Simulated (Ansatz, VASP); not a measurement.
**ScAl3 in VASP and in Ansatz**

The input INCAR:

```
PREC = Accurate
ENCUT = 520
EDIFF = 1E-6
ISMEAR = 0
SIGMA = 0.05
LREAL = F
LASPH = T
NELM = 100
ALGO = Normal
ISIF = 2
LWAVE = F
LCHARG = F
GGA = PE
NBANDS = 18
```

File KPOINTS:

```
Automatic mesh
0
Gamma
  6 6 6
```

The input POSCAR:

```
ScAl3
1.0
    4.0972235482      0.0000000000      0.0000000000
    0.0000000000      4.0972235482      0.0000000000
    0.0000000000      0.0000000000      4.0972235482
Sc Al
1 3
Direct
    0.0000000000      0.0000000000      0.0000000000
    0.5000000000      0.0000000000      0.5000000000
    0.0000000000      0.5000000000      0.5000000000
    0.5000000000      0.5000000000      0.0000000000
```

Input for Ansatz:

```yaml
crystal:
  lattice:
    - [4.0972235482, 0.0, 0.0]
    - [0.0, 4.0972235482, 0.0]
    - [0.0, 0.0, 4.0972235482]
  atoms:
    - { symbol: Sc, position: [0.0, 0.0, 0.0] }
    - { symbol: Al, position: [0.5, 0.0, 0.5] }
    - { symbol: Al, position: [0.0, 0.5, 0.5] }
    - { symbol: Al, position: [0.5, 0.5, 0.0] }
basis:
  ecutwfc: 420
  ecutrho_ratio: 4
kpoints:
  mp_grid: { grid: [6, 6, 6] }
hamiltonian:
  xc: pbe
scf:
  occupations: { method: gaussian, width: 0.05 }
output:
  forces: true
  stress: true
  eigenvalues: true
```

Alike in both runs: task single point; functional PBE; k mesh 6 × 6 × 6; occupations gaussian, width 0.05 eV; no spin polarisation.

|  | VASP | Ansatz |
| --- | --- | --- |
| version | VASP 6.6.1 | Ansatz 0.2.0 |
| potentials or method | VASP PAW PBE potentials, release 64 (Sc_sv, Al), cutoff 520 eV | scalar-relativistic, plane waves, PAW |
| valence electrons in the cell | 20 | 20 |

|  | VASP | Ansatz | Ansatz less VASP |
| --- | --- | --- | --- |
| gap on the k mesh at the Fermi level (eV) | none | none | - |
| pressure (GPa) | 0.4 | 0.4 | -0.01 |

A gap of «none» marks a metal or a gap that the smearing closes. The functional is the same, so the differences come from potentials, cutoffs and numerics.
